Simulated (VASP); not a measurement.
# W (P4/nmm) in VASP: single point with r2SCAN

Aim: the single point of W with r2SCAN.

All numbers are computed with VASP 6.6.1; they aren't measurements. Logs are shortened: lines on timing, memory, paths and dates and some standing lists are left out, and cuts for length are marked.

### 1 The cell of the first run

Symmetry: P4/nmm, No. 129, tetragonal system. Conventional cell: a = 2.871 Å, b = 2.871 Å, c = 4.060 Å, α = 90.00°, β = 90.00°, γ = 90.00°. W (site symmetry 4mm) has 12 W at 2.80 to 2.94 Å within 3.7 Å.

### 2 Single point, r2SCAN (atoms displaced along a vibrational mode)

File POSCAR:

```
W
1.0
    0.0000000000     -2.0300000000     -2.0300000000
    0.0000000000      2.0300000000     -2.0300000000
    4.0600000000      0.0000000000      0.0000000000
W
2
Direct
    0.5000000000      0.5000000000      0.5123152709
    0.0000000000      0.0000000000     -0.0123152709
```

File INCAR.step1:

```
  PREC = Accurate
  ENCUT = 550
  ISMEAR = 0
  SIGMA = 0.15
  LREAL = F
  LASPH = T
  NELM = 120
  NBANDS = 21
  GGA = PE
  ALGO = Normal
  EDIFF = 1E-5
  LWAVE = T
  LCHARG = F
  GGA_COMPAT = F
```

File INCAR.step2:

```
  PREC = Accurate
  ENCUT = 550
  EDIFF = 1E-6
  ISMEAR = 0
  SIGMA = 0.15
  LREAL = F
  LASPH = T
  NELM = 120
  ALGO = Normal
  ISIF = 2
  LWAVE = F
  LCHARG = F
  METAGGA = R2SCAN
  LMIXTAU = T
  NBANDS = 21
  ISTART = 1
  GGA_COMPAT = F
```

File KPOINTS:

```
Automatic mesh
0
Gamma
  16 16 12
```

Potentials or basis: VASP PAW PBE potentials, release 64 (W_sv).

Run with:

```
> cat potpaw_PBE.64/W_sv/POTCAR > POTCAR
> cp INCAR.step1 INCAR
> mpirun -np 1 vasp_std > vasp.out
> cp INCAR.step2 INCAR
> mpirun -np 1 vasp_std > vasp.out
```

OUTCAR:

```text
PREC = Accurate
   ENCUT = 550
   EDIFF = 1E-6
   ISMEAR = 0
   LREAL = F
   LASPH = T
   NELM = 120
   ISIF = 2
   METAGGA = R2SCAN
   ISTART = 1

 ion  position               nearest neighbor table
   1  0.500  0.500  0.512-   2 2.80   2 2.80   2 2.80   2 2.80   2 2.94   2 2.94   2 2.94   2 2.94

   2  0.000  0.000  0.988-   1 2.80   1 2.80   1 2.80   1 2.80   1 2.94   1 2.94   1 2.94   1 2.94

  LATTYP: Found a simple tetragonal cell.
 ALAT       =     2.8708535316
 C/A-ratio  =     1.4142135624

  Lattice vectors:

 A1 = (   0.0000000000,  -2.0300000000,  -2.0300000000)
 A2 = (   0.0000000000,   2.0300000000,  -2.0300000000)
 A3 = (   4.0600000000,   0.0000000000,   0.0000000000)

Analysis of symmetry for initial positions (statically):
=====================================================================
 Subroutine PRICEL returns:
 Original cell was already a primitive cell.

 Routine SETGRP: Setting up the symmetry group for a
 simple tetragonal supercell.

 Subroutine GETGRP returns: Found 16 space group operations
 (whereof  8 operations were pure point group operations)
 out of a pool of 16 trial point group operations.

The static configuration has the point symmetry C_4v.
 The point group associated with its full space group is D_4h.

Analysis of symmetry for dynamics (positions and initial velocities):
=====================================================================
 Subroutine PRICEL returns:
 Original cell was already a primitive cell.

 Routine SETGRP: Setting up the symmetry group for a
 simple tetragonal supercell.

 Subroutine GETGRP returns: Found 16 space group operations
 (whereof  8 operations were pure point group operations)
 out of a pool of 16 trial point group operations.

The dynamic configuration has the point symmetry C_4v.
 The point group associated with its full space group is D_4h.

 Subroutine INISYM returns: Found 16 space group operations
 (whereof  8 operations are pure point group operations),
 and found     1 'primitive' translations

----------------------------------------------------------------------------------------

                                     Primitive cell

  volume of cell :      33.4617

  direct lattice vectors                    reciprocal lattice vectors
     0.000000000 -2.030000000 -2.030000000     0.000000000 -0.246305419 -0.246305419
     0.000000000  2.030000000 -2.030000000     0.000000000  0.246305419 -0.246305419
     4.060000000  0.000000000  0.000000000     0.246305419  0.000000000  0.000000000

  length of vectors
     2.870853532  2.870853532  4.060000000     0.348328464  0.348328464  0.246305419

  position of ions in fractional coordinates (direct lattice)
     0.500000000  0.500000000  0.512315271
     0.000000000  0.000000000  0.987684729

  ion indices of the primitive-cell ions
   primitive index   ion index
                 1           1
                 2           2

----------------------------------------------------------------------------------------

 KPOINTS: Automatic mesh

Automatic generation of k-mesh.
 Grid dimensions read from file:
 generate k-points for:   16   16   12

 Generating k-lattice:

  Cartesian coordinates                     Fractional coordinates (reciprocal lattice)
     0.000000000 -0.015394089 -0.015394089     0.062500000  0.000000000  0.000000000
     0.000000000  0.015394089 -0.015394089     0.000000000  0.062500000  0.000000000
     0.020525452  0.000000000  0.000000000     0.000000000  0.000000000  0.083333333

  Length of vectors
     0.021770529  0.021770529  0.020525452

  Shift w.r.t. Gamma in fractional coordinates (k-lattice)
     0.000000000  0.000000000  0.000000000

 Subroutine IBZKPT returns following result:
 ===========================================

 Found    315 irreducible k-points:

 Following reciprocal coordinates:
            Coordinates               Weight
  0.000000  0.000000  0.000000      1.000000
  0.062500  0.000000  0.000000      4.000000
  0.125000  0.000000  0.000000      4.000000
  0.187500  0.000000  0.000000      4.000000
  0.250000  0.000000  0.000000      4.000000
  0.312500  0.000000  0.000000      4.000000
[... 16 lines left out ...]
  0.437500  0.125000  0.000000      8.000000
  0.500000  0.125000  0.000000      4.000000
 [... further k-points ...]
   k-points           NKPTS =    315   k-points in BZ     NKDIM =    315   number of bands    NBANDS=     21
   number of dos      NEDOS =    301   number of ions     NIONS =      2
   total plane-waves  NPLWV =  18432
   dimension x,y,z NGX =    24 NGY =   24 NGZ =   32
   dimension x,y,z NGXF=    48 NGYF=   48 NGZF=   64
   ions per type =               2
   NGX,Y,Z   is equivalent  to a cutoff of  13.90, 13.90, 13.10 a.u.
   NGXF,Y,Z  is equivalent  to a cutoff of  27.80, 27.80, 26.21 a.u.
 SYSTEM =  unknown system
   PREC   = accura    normal or accurate (medium, high low for compatibility)
   ISTART =      1    job   : 0-new  1-cont  2-samecut
   ICHARG =      0    charge: 1-file 2-atom 10-const
   ISPIN  =      1    spin polarized calculation?
   LNONCOLLINEAR =      F non collinear calculations
   LSORBIT =      F    spin-orbit coupling
   LASPH  =      T    aspherical Exc in radial PAW
   ENCUT  =  550.0 eV  40.42 Ry    6.36 a.u.   5.49  5.49  7.76*2*pi/ulx,y,z
   NELM   =    120;   NELMIN=  2; NELMDL=  0     # of ELM steps
   EDIFF  = 0.1E-05   stopping-criterion for ELM
   LREAL  =      F    real-space projection
   EDIFFG = 0.1E-04   stopping-criterion for IOM
   NSW    =      0    number of steps for IOM
   IBRION =     -1    ionic relax: 0-MD 1-quasi-New 2-CG
   NFREE  =      0    steps in history (QN), initial steepest desc. (CG)
   ISIF   =      2    stress and relaxation
   ISYM   =      2    0-nonsym 1-usesym 2-fastsym
   POTIM  = 0.5000    time-step for ionic-motion
   TEBEG  =    0.0;   TEEND  =   0.0 temperature during run
   PSTRESS=    0.0 pullay stress
   NELECT =      28.0000    total number of electrons
   NUPDOWN=      -1.0000    fix difference up-down
   EMIN   =  10.00;   EMAX   =-10.00  energy-range for DOS
   EFERMI =   0.00;   METHOD = LEGACY
   ISMEAR =     0;   SIGMA  =   0.15  broadening in eV -4-tet -1-fermi 0-gaus
   EFERMI_NEDOS =   21; number of points for ismear=-14 and -15
   IALGO  =     38    algorithm
   IMIX   =      4    mixing-type and parameters
     AMIX     =   0.40;   BMIX     =  1.00
     AMIX_MAG =   1.60;   BMIX_MAG =  1.00
  volume/ion in A,a.u.               =      16.73       112.91
  Fermi-wavevector in a.u.,A,eV,Ry     =   1.542688  2.915258 32.380324  2.379887
  Thomas-Fermi vector in A             =   2.648457
   LORBIT       =      0    0 simple, 1 ext, 2 COOP (PROOUT), +10 PAW based schemes
   METAGGA = R2SCAN    functional components
   LHFCALC =     F    Hartree Fock is set to
   AEXX    =    0.0000 exact exchange contribution
   IVDW    =     0    specifies the selected vdW correction
   LEPSILON=     F    determine dielectric tensor
   LRPA    =     F    only Hartree local field effects (RPA)
 non-spin polarized calculation
 Gauss-broadening in eV      SIGMA  =   0.15
  energy-cutoff  :      550.00
  volume of cell :       33.46
 maximum number of plane-waves:      1008
 NGX is ok and might be reduce to    24
   NGX = 11   NGY = 11   NGZ = 15

 number of electron      27.9999995 magnetization

 Free energy of the ion-electron system (eV)
  ---------------------------------------------------
  ext. energy  EPLUGINS =         0.00000000
  ---------------------------------------------------
  free energy    TOTEN  =      -101.51195122 eV

  energy without entropy =     -101.48461218  energy(sigma->0) =     -101.49828170

 E-fermi :  10.1112     XC(G=0): -14.6007

 val. band max:       10.1103245999   @ k =   0.3750   0.0000   0.1667
 cond. band min:      10.1161229624   @ k =   0.3125   0.1250   0.4167
 fundamental gap:      0.0057983625
 Fermi energy:        10.1111747178

 k-point     1 :       0.0000    0.0000    0.0000
  band No.  band energies     occupation
      1     -65.5727      2.00000
      2     -65.4190      2.00000
      3     -29.6122      2.00000
      4     -28.9564      2.00000
      5     -28.9564      2.00000
      6     -28.5294      2.00000
[... 13 lines left out ...]
     20      15.8512      0.00000
     21      22.2270      0.00000

 k-point     2 :       0.0625    0.0000    0.0000
  band No.  band energies     occupation
      1     -65.5698      2.00000
      2     -65.4191      2.00000
      3     -29.6005      2.00000
      4     -28.9777      2.00000
      5     -28.9504      2.00000
      6     -28.5545      2.00000
[... 13 lines left out ...]
     20      16.4330      0.00000
     21      21.4467      0.00000

 k-point     3 :       0.1250    0.0000    0.0000
  band No.  band energies     occupation
      1     -65.5615      2.00000
      2     -65.4194      2.00000
      3     -29.5662      2.00000
      4     -29.0370      2.00000
      5     -28.9327      2.00000
      6     -28.6361      2.00000
[... 13 lines left out ...]
     20      17.6250      0.00000
     21      20.2060      0.00000

 k-point     4 :       0.1875    0.0000    0.0000
  band No.  band energies     occupation
      1     -65.5485      2.00000
      2     -65.4205      2.00000
      3     -29.5116      2.00000
      4     -29.1227      2.00000
      5     -28.9046      2.00000
      6     -28.7573      2.00000
[... 13 lines left out ...]
     20      18.9977      0.00000
     21      19.0138      0.00000

 k-point     5 :       0.2500    0.0000    0.0000
  band No.  band energies     occupation
      1     -65.5319      2.00000
      2     -65.4230      2.00000
      3     -29.4417      2.00000
      4     -29.2187      2.00000
      5     -28.8982      2.00000
      6     -28.8680      2.00000
[... 13 lines left out ...]
     20      18.0125      0.00000
     21      20.4811      0.00000
[... 382 lines left out ...]
     20      18.2398      0.00000
     21      21.8429      0.00000

 k-point    22 :       0.3750    0.1250    0.0000
  band No.  band energies     occupation
      1     -65.4864      2.00000
      2     -65.4318      2.00000
      3     -29.3803      2.00000
      4     -29.3153      2.00000
      5     -29.1174      2.00000
      6     -28.8611      2.00000
[... 13 lines left out ...]
     20      17.7330      0.00000
     21      22.6154      0.00000

 k-point    23 :       0.4375    0.1250    0.0000
  band No.  band energies     occupation
      1     -65.4690      2.00000
      2     -65.4411      2.00000
      3     -29.4140      2.00000
      4     -29.3637      2.00000
      5     -29.0681      2.00000
      6     -28.9002      2.00000
[... 13 lines left out ...]
     20      17.3792      0.00000
     21      22.4403      0.00000

 k-point    24 :       0.5000    0.1250    0.0000
  band No.  band energies     occupation
      1     -65.4536      2.00000
      2     -65.4536      2.00000
      3     -29.4073      2.00000
      4     -29.4073      2.00000
      5     -28.9837      2.00000
      6     -28.9837      2.00000
[... 13 lines left out ...]
     20      16.7860      0.00000
     21      22.9131      0.00000

 [... further k-points ...]

------------------------ aborting loop because EDIFF is reached ----------------------------------------

  FORCE on cell =-STRESS in cart. coord.  units (eV):
  Direction    XX          YY          ZZ          XY          YZ          ZX
  --------------------------------------------------------------------------------------
  -------------------------------------------------------------------------------------
  Total       -2.1662921     -1.0381483     -1.0381483      0.0000000      0.0000000      0.0000000
  in kB     -103.7240560    -49.7074960    -49.7074960      0.0000000      0.0000000      0.0000000
  external PRESSURE =     -67.7130160 kB  Pullay stress =       0.0000000 kB

 VOLUME and BASIS-vectors are now :
 -----------------------------------------------------------------------------
  energy-cutoff  :      550.00
  volume of cell :       33.46
      direct lattice vectors                 reciprocal lattice vectors
     0.000000000 -2.030000000 -2.030000000     0.000000000 -0.246305419 -0.246305419
     0.000000000  2.030000000 -2.030000000     0.000000000  0.246305419 -0.246305419
     4.060000000  0.000000000  0.000000000     0.246305419  0.000000000  0.000000000

 POSITION                                       TOTAL-FORCE (eV/Angst)
 -----------------------------------------------------------------------------------
      2.08000      0.00000     -2.03000        -1.367784     -0.000000     -0.000000
      4.01000      0.00000      0.00000         1.367784      0.000000      0.000000
 -----------------------------------------------------------------------------------
    total drift:                                0.000000      0.000000     -0.000000

  FREE ENERGIE OF THE ION-ELECTRON SYSTEM (eV)
  ---------------------------------------------------
  free  energy   TOTEN  =      -101.5119512152 eV

  energy  without entropy=     -101.4846121808  energy(sigma->0) =     -101.49828170
```

Run time: 5.8 min. Hardware: 1 thread of Intel Xeon Platinum 8259CL at 2.50GHz (Skylake/Cascade Lake), shared host; peak memory 0.3 GiB.

Results:

| Quantity | Value |
| --- | --- |
| Free energy | -101.5120 eV |
| Pressure | -6.8 GPa |
| Largest force | 1.368 eV/Å |
| Band gap on the k mesh | zero (bands 14 and 15 overlap by 3.40 eV) |

Forces on the atoms (eV/Å):
```
W   -1.368  0.000  0.000
W    1.368  0.000  0.000
```

Stress tensor (GPa, compression positive):
```
-10.37   0.00   0.00
  0.00  -4.97   0.00
  0.00   0.00  -4.97
```

Caveat: the cell differs from its parent crystal (atoms displaced along a vibrational mode); the stress differs along the axes, from -10 to -5 GPa; the PAW data sets were made with another functional, which shifts forces and pressure a little; spin-orbit coupling is left out, which moves the levels of the heavy elements.
